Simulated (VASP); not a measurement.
# InAgTe2 (I-42d) in VASP: relaxation of cell and atoms with r2SCAN

Aim: the relaxation of cell and atoms of InAgTe2 with r2SCAN.

Everything below comes from runs of VASP 6.6.1. Logs are shortened: lines on timing, memory, paths and dates and some standing lists are left out, and cuts for length are marked.

## Step 1: The cell of the first run

The structure is tetragonal, space group I-42d (No. 122). The conventional cell has a = 6.467 Å, b = 6.467 Å, c = 12.633 Å, α = 90.00°, β = 90.00°, γ = 90.00°. Within 3.6 Å of In (site symmetry -4) lie 4 Te at 2.74 Å. Ag (site symmetry -4) has 4 Te at 2.82 Å within 3.7 Å. Te (site symmetry 2) has 2 In at 2.74 Å and 2 Ag at 2.82 Å within 3.6 Å.

## Step 2: Relaxation of cell and atoms, r2SCAN

Input file POSCAR:

```
InAgTe2
1.0
   -3.2336000000      3.2336000000      6.3165500000
    3.2336000000     -3.2336000000      6.3165500000
    3.2336000000      3.2336000000     -6.3165500000
In Ag Te
2 2 4
Direct
    0.5000000000      0.5000000000      0.0000000000
    0.2500000000      0.7500000000      0.5000000000
    0.0000000000      0.0000000000      0.0000000000
    0.7500000000      0.2500000000      0.5000000000
    0.3750000000      0.3868000000      0.5118000000
    0.6132000000      0.1250000000      0.9882000000
    0.8750000000      0.8632000000      0.4882000000
    0.1368000000      0.6250000000      0.0118000000
```

Input file INCAR.step1:

```
SYSTEM = InAgTe2
PREC = Accurate
ENCUT = 550
ISMEAR = -1
SIGMA = 0.02
LREAL = .FALSE.
LASPH = .TRUE.
NELM = 120
GGA = PE
ALGO = Normal
EDIFF = 1E-5
LWAVE = .TRUE.
LCHARG = .FALSE.
GGA_COMPAT = .FALSE.
IBRION = 2
ISIF = 3
EDIFFG = -0.005
NELMIN = 4
NSW = 100
KPAR = 4
```

Input file INCAR.step2:

```
SYSTEM = InAgTe2
PREC = Accurate
ENCUT = 550
EDIFF = 1E-7
ISMEAR = -1
SIGMA = 0.02
LREAL = .FALSE.
LASPH = .TRUE.
NELM = 120
ALGO = Normal
ISIF = 3
LWAVE = .FALSE.
LCHARG = .FALSE.
METAGGA = R2SCAN
LMIXTAU = .TRUE.
IBRION = 2
NSW = 80
EDIFFG = -0.01
ISTART = 1
GGA_COMPAT = .FALSE.
NELMIN = 4
KPAR = 4
```

Input file KPOINTS:

```
regular mesh
0
G
  6 6 6
  0 0 0
```

Potentials or basis: VASP PAW PBE potentials, release 64 (In_d, Ag, Te).

Launch:

```console
$ cat potpaw_PBE.64/In_d/POTCAR potpaw_PBE.64/Ag/POTCAR potpaw_PBE.64/Te/POTCAR > POTCAR
$ cp INCAR.step1 INCAR
$ mpirun -np 4 vasp_std > vasp.out
$ cp INCAR.step2 INCAR
$ mpirun -np 4 vasp_std > vasp.out
```

OUTCAR:

```text
SYSTEM = InAgTe2
   PREC = Accurate
   ENCUT = 550
   EDIFF = 1E-7
   ISMEAR = -1
   LREAL = .FALSE.
   LASPH = .TRUE.
   NELM = 120
   ISIF = 3
   METAGGA = R2SCAN
   IBRION = 2
   NSW = 80
   EDIFFG = -0.01
   ISTART = 1
   NELMIN = 4

 ion  position               nearest neighbor table
   1  0.500  0.500  0.000-   7 2.74   6 2.74   5 2.74   8 2.74
   2  0.250  0.750  0.500-   6 2.74   5 2.74   7 2.74   8 2.74
   3  0.000  0.000  0.000-   7 2.82   6 2.82   8 2.82   5 2.82
   4  0.750  0.250  0.500-   6 2.82   5 2.82   7 2.82   8 2.82
   5  0.375  0.387  0.512-   1 2.74   2 2.74   4 2.82   3 2.82
   6  0.613  0.125  0.988-   2 2.74   1 2.74   4 2.82   3 2.82
   7  0.875  0.863  0.488-   1 2.74   2 2.74   3 2.82   4 2.82
   8  0.137  0.625  0.012-   1 2.74   2 2.74   3 2.82   4 2.82

  LATTYP: Found a body centered tetragonal cell.
 ALAT       =     6.4672000000
 C/A-ratio  =     1.9534110589

  Lattice vectors:

 A1 = (  -3.2336000000,   3.2336000000,   6.3165500000)
 A2 = (   3.2336000000,  -3.2336000000,   6.3165500000)
 A3 = (   3.2336000000,   3.2336000000,  -6.3165500000)

Analysis of symmetry for initial positions (statically):
=====================================================================
 Subroutine PRICEL returns:
 Original cell was already a primitive cell.

 Routine SETGRP: Setting up the symmetry group for a
 body centered tetragonal supercell.

 Subroutine GETGRP returns: Found  8 space group operations
 (whereof  4 operations were pure point group operations)
 out of a pool of 16 trial point group operations.

The static configuration has the point symmetry S_4 .
 The point group associated with its full space group is D_2d.

Analysis of symmetry for dynamics (positions and initial velocities):
=====================================================================
 Subroutine PRICEL returns:
 Original cell was already a primitive cell.

 Routine SETGRP: Setting up the symmetry group for a
 body centered tetragonal supercell.

 Subroutine GETGRP returns: Found  8 space group operations
 (whereof  4 operations were pure point group operations)
 out of a pool of 16 trial point group operations.

The dynamic configuration has the point symmetry S_4 .
 The point group associated with its full space group is D_2d.

 Subroutine INISYM returns: Found  8 space group operations
 (whereof  4 operations are pure point group operations),
 and found     1 'primitive' translations

----------------------------------------------------------------------------------------

                                     Primitive cell

  volume of cell :     264.1877

  direct lattice vectors                    reciprocal lattice vectors
    -3.233600000  3.233600000  6.316550000     0.000000000  0.154626423  0.079157135
     3.233600000 -3.233600000  6.316550000     0.154626423  0.000000000  0.079157135
     3.233600000  3.233600000 -6.316550000     0.154626423  0.154626423  0.000000000

  length of vectors
     7.798149897  7.798149897  7.798149897     0.173710053  0.173710053  0.218674784

  position of ions in fractional coordinates (direct lattice)
     0.500000000  0.500000000  0.000000000
     0.250000000  0.750000000  0.500000000
     0.000000000  0.000000000  0.000000000
     0.750000000  0.250000000  0.500000000
     0.375000000  0.386800000  0.511800000
     0.613200000  0.125000000  0.988200000
     0.875000000  0.863200000  0.488200000
     0.136800000  0.625000000  0.011800000

  ion indices of the primitive-cell ions
   primitive index   ion index
                 1           1
                 2           2
                 3           3
                 4           4
                 5           5
                 6           6
                 7           7
                 8           8

----------------------------------------------------------------------------------------

 KPOINTS: regular mesh

Automatic generation of k-mesh.
 Grid dimensions read from file:
 generate k-points for:    6    6    6

 Generating k-lattice:

  Cartesian coordinates                     Fractional coordinates (reciprocal lattice)
     0.000000000  0.025771070  0.013192856     0.166666667  0.000000000  0.000000000
     0.025771070  0.000000000  0.013192856     0.000000000  0.166666667  0.000000000
     0.025771070  0.025771070  0.000000000     0.000000000  0.000000000  0.166666667

  Length of vectors
     0.028951676  0.028951676  0.036445797

  Shift w.r.t. Gamma in fractional coordinates (k-lattice)
     0.000000000  0.000000000  0.000000000

 Subroutine IBZKPT returns following result:
 ===========================================

 Found     30 irreducible k-points:

 Following reciprocal coordinates:
            Coordinates               Weight
  0.000000  0.000000  0.000000      1.000000
  0.166667  0.000000  0.000000      8.000000
  0.333333  0.000000  0.000000      8.000000
  0.500000  0.000000 -0.000000      4.000000
  0.166667  0.166667  0.000000      8.000000
  0.333333  0.166667  0.000000     16.000000
[... 16 lines left out ...]
 -0.333333 -0.333333  0.166667      8.000000
 -0.166667 -0.333333  0.166667      8.000000
 [... further k-points ...]
   k-points           NKPTS =     30   k-points in BZ     NKDIM =     30   number of bands    NBANDS=     43
   number of dos      NEDOS =    301   number of ions     NIONS =      8
   total plane-waves  NPLWV = 216000
   dimension x,y,z NGX =    60 NGY =   60 NGZ =   60
   dimension x,y,z NGXF=   120 NGYF=  120 NGZF=  120
   ions per type =               2   2   4
   NGX,Y,Z   is equivalent  to a cutoff of  12.79, 12.79, 12.79 a.u.
   NGXF,Y,Z  is equivalent  to a cutoff of  25.58, 25.58, 25.58 a.u.
 SYSTEM =  InAgTe2
   PREC   = accura    normal or accurate (medium, high low for compatibility)
   ISTART =      1    job   : 0-new  1-cont  2-samecut
   ICHARG =      0    charge: 1-file 2-atom 10-const
   ISPIN  =      1    spin polarized calculation?
   LNONCOLLINEAR =      F non collinear calculations
   LSORBIT =      F    spin-orbit coupling
   LASPH  =      T    aspherical Exc in radial PAW
   ENCUT  =  550.0 eV  40.42 Ry    6.36 a.u.  14.91 14.91 14.91*2*pi/ulx,y,z
   NELM   =    120;   NELMIN=  4; NELMDL=  0     # of ELM steps
   EDIFF  = 0.1E-06   stopping-criterion for ELM
   LREAL  =      F    real-space projection
   EDIFFG = -.1E-01   stopping-criterion for IOM
   NSW    =     80    number of steps for IOM
   IBRION =      2    ionic relax: 0-MD 1-quasi-New 2-CG
   NFREE  =      1    steps in history (QN), initial steepest desc. (CG)
   ISIF   =      3    stress and relaxation
   ISYM   =      2    0-nonsym 1-usesym 2-fastsym
   POTIM  = 0.5000    time-step for ionic-motion
   TEBEG  =    0.0;   TEEND  =   0.0 temperature during run
   PSTRESS=    0.0 pullay stress
   NELECT =      72.0000    total number of electrons
   NUPDOWN=      -1.0000    fix difference up-down
   EMIN   =  10.00;   EMAX   =-10.00  energy-range for DOS
   EFERMI =   0.00;   METHOD = LEGACY
   ISMEAR =    -1;   SIGMA  =   0.02  broadening in eV -4-tet -1-fermi 0-gaus
   EFERMI_NEDOS =   21; number of points for ismear=-14 and -15
   IALGO  =     38    algorithm
   IMIX   =      4    mixing-type and parameters
     AMIX     =   0.40;   BMIX     =  1.00
     AMIX_MAG =   1.60;   BMIX_MAG =  1.00
  volume/ion in A,a.u.               =      33.02       222.85
  Fermi-wavevector in a.u.,A,eV,Ry     =   1.061406  2.005766 15.328085  1.126582
  Thomas-Fermi vector in A             =   2.196821
   LORBIT       =      0    0 simple, 1 ext, 2 COOP (PROOUT), +10 PAW based schemes
   METAGGA = R2SCAN    functional components
   LHFCALC =     F    Hartree Fock is set to
   AEXX    =    0.0000 exact exchange contribution
   IVDW    =     0    specifies the selected vdW correction
   LEPSILON=     F    determine dielectric tensor
   LRPA    =     F    only Hartree local field effects (RPA)
 conjugate gradient relaxation of ions
 non-spin polarized calculation
  energy-cutoff  :      550.00
  volume of cell :      264.19
 maximum number of plane-waves:      7800
   NGX = 29   NGY = 29   NGZ = 29

--------------------------------------- Ionic step        1  -------------------------------------------

 number of electron      72.0000007 magnetization

 Free energy of the ion-electron system (eV)
  ---------------------------------------------------
  ext. energy  EPLUGINS =         0.00000000
  ---------------------------------------------------
  free energy    TOTEN  =      -192.33473628 eV

  energy without entropy =     -192.33473628  energy(sigma->0) =     -192.33473628

------------------------ aborting loop because EDIFF is reached ----------------------------------------

  FORCE on cell =-STRESS in cart. coord.  units (eV):
  Direction    XX          YY          ZZ          XY          YZ          ZX
  --------------------------------------------------------------------------------------
  -------------------------------------------------------------------------------------
  Total        3.5103906      3.5103906      3.2636752      0.0000000      0.0000000      0.0000000
  in kB       21.2889139     21.2889139     19.7926977      0.0000000      0.0000000      0.0000000
  external PRESSURE =      20.7901752 kB  Pullay stress =       0.0000000 kB
[... 107 lines left out ...]
  FREE ENERGIE OF THE ION-ELECTRON SYSTEM (eV)
  ---------------------------------------------------
  free  energy   TOTEN  =      -192.4740586821 eV

  energy  without entropy=     -192.4740586806  energy(sigma->0) =     -192.47405868

[... ionic steps 4 to 9 ...]

--------------------------------------- Ionic step       10  -------------------------------------------

 number of electron      72.0000019 magnetization

------------------------ aborting loop because EDIFF is reached ----------------------------------------
[... 79 lines left out ...]
--------------------------------------- Ionic step       12  -------------------------------------------

 number of electron      72.0000019 magnetization

 Free energy of the ion-electron system (eV)
  ---------------------------------------------------
  ext. energy  EPLUGINS =         0.00000000
  ---------------------------------------------------
  free energy    TOTEN  =      -192.53756129 eV

  energy without entropy =     -192.53756128  energy(sigma->0) =     -192.53756129

 E-fermi :   4.3539     XC(G=0):  -9.1370

 val. band max:        4.0887100612   @ k =   0.0000   0.0000   0.0000
 cond. band min:       4.6183558238   @ k =   0.0000   0.0000   0.0000
 fundamental gap:      0.5296457625
 Fermi energy:         4.3538520945

 k-point     1 :       0.0000    0.0000    0.0000
  band No.  band energies     occupation
      1     -11.2193      2.00000
      2     -11.2151      2.00000
      3     -11.2151      2.00000
      4     -11.1485      2.00000
      5     -11.1326      2.00000
      6     -11.1326      2.00000
[... 1093 lines left out ...]
     42       7.7489      0.00000
     43       8.2029      0.00000

 [... further k-points ...]

------------------------ aborting loop because EDIFF is reached ----------------------------------------

  FORCE on cell =-STRESS in cart. coord.  units (eV):
  Direction    XX          YY          ZZ          XY          YZ          ZX
  --------------------------------------------------------------------------------------
  -------------------------------------------------------------------------------------
  Total       -0.0157496     -0.0157496     -0.0014477      0.0000000      0.0000000     -0.0000000
  in kB       -0.0926703     -0.0926703     -0.0085185      0.0000000      0.0000000     -0.0000000
  external PRESSURE =      -0.0646197 kB  Pullay stress =       0.0000000 kB
[... 23 lines left out ...]
  FREE ENERGIE OF THE ION-ELECTRON SYSTEM (eV)
  ---------------------------------------------------
  free  energy   TOTEN  =      -192.5375612921 eV

  energy  without entropy=     -192.5375612825  energy(sigma->0) =     -192.53756129

 reached required accuracy - stopping structural energy minimisation
```

Run time: 53 min. Hardware: 4 MPI ranks of Intel Xeon 6975P-C (Granite Rapids), shared host; peak memory 0.86 GiB.

What came out:

```
Free energy                           : -192.5376 eV
Relaxed volume                        : 34.04 Å³/atom
Relaxed cell                          : a = 7.898 Å, b = 7.898 Å, c = 7.898 Å, α = 131.29°, β = 131.29°, γ = 71.35°
Space group after relaxing (to 0.1 Å) : I-42d (No. 122)
Energy gained by relaxing             : 25.4 meV/atom
Ionic steps                           : 12
Pressure after relaxing               : 0.0 GPa
Largest force after relaxing          : 0.007 eV/Å
Band gap on the k mesh                : 0.53 eV
```

Forces on the atoms (eV/Å):
```
In   0.000  0.000  0.000
In   0.000  0.000  0.000
Ag   0.000  0.000  0.000
Ag   0.000  0.000  0.000
Te   0.007  0.000  0.000
Te   0.000 -0.007  0.000
Te  -0.007  0.000  0.000
Te   0.000  0.007  0.000
```

The path:
```
step  energy change (eV)  largest force (eV/Å)  pressure (GPa)  volume (Å³)
   1              0.0000                0.8026            2.08       264.19
   2             -0.1356                0.3188           -0.93       280.91
   3             -0.1393                0.3811           -0.55       278.41
   4             -0.1754                0.2569           -0.34       275.97
   5             -0.2014                0.0140            0.12       271.58
   6             -0.2014                0.0219            0.10       271.72
   7             -0.2020                0.0025           -0.06       272.65
   8             -0.2020                0.0025           -0.06       272.65
   9             -0.2025                0.0069           -0.03       272.46
  10             -0.2028                0.0122            0.00       272.23
  11             -0.2028                0.0137            0.01       272.16
  12             -0.2028                0.0070           -0.01       272.29
```

Final structure:
```cif
data_structure
_symmetry_space_group_name_H-M 'P 1'
_symmetry_Int_Tables_number 1
_cell_length_a 7.8984
_cell_length_b 7.8984
_cell_length_c 7.8984
_cell_angle_alpha 131.289
_cell_angle_beta 131.289
_cell_angle_gamma 71.354
_cell_volume 272.29
loop_
_atom_site_label
_atom_site_type_symbol
_atom_site_fract_x
_atom_site_fract_y
_atom_site_fract_z
_atom_site_occupancy
In1 In 0.50000 0.50000 0.00000 1
In2 In 0.25000 0.75000 0.50000 1
Ag1 Ag 0.00000 0.00000 0.00000 1
Ag2 Ag 0.75000 0.25000 0.50000 1
Te1 Te 0.37500 0.37128 0.49628 1
Te2 Te 0.62872 0.12500 0.00372 1
Te3 Te 0.87500 0.87872 0.50372 1
Te4 Te 0.12128 0.62500 0.99628 1
```

Caveat: the PAW data sets were made with another functional, which shifts forces and pressure a little; spin-orbit coupling is left out, which moves the levels of the heavy elements. r2SCAN opens gaps a little over a GGA but as a rule still falls short of measured ones.
